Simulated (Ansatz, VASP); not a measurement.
One calculation of Ag, two programs

```
CELL_PARAMETERS angstrom
2.93000 0.02930 0.02930
-1.43962 2.52280 0.01072
0.04790 0.04790 4.79000
ATOMIC_POSITIONS crystal
Ag 0.33333 0.66667 0.25000
Ag 0.66667 0.33333 0.75000
```

Change from the starting cell: equal xy, yz and zx shear strains of +2 %.

Alike in both runs: task single point; functional LDA; k mesh 14 × 14 × 8; occupations fermi-dirac, width 0.05 eV; no spin polarisation.

|  | VASP | Ansatz |
| --- | --- | --- |
| version | VASP 6.6.1 | Ansatz 0.2.0 |
| potentials or method | VASP PAW LDA potentials, release 64 (Ag), cutoff 520 eV | all-electron LAPW, scalar-relativistic |

```tsv
	VASP	Ansatz	Ansatz less VASP
pressure (GPa)	-10.4	-10.5	-0.16
traceless stress, the component that is largest in VASP (GPa)	-0.52	-0.51	+0.008
rms of the force components (eV/Å)	0.006	0.006	-0.0001
```

LDA's correlation is that of Perdew and Zunger in VASP and of Perdew and Wang (1992) in Ansatz. Atom by atom the forces differ by 0.000 eV/Å (rms over components). Ansatz ran all-electron here, and VASP with PAW potentials.
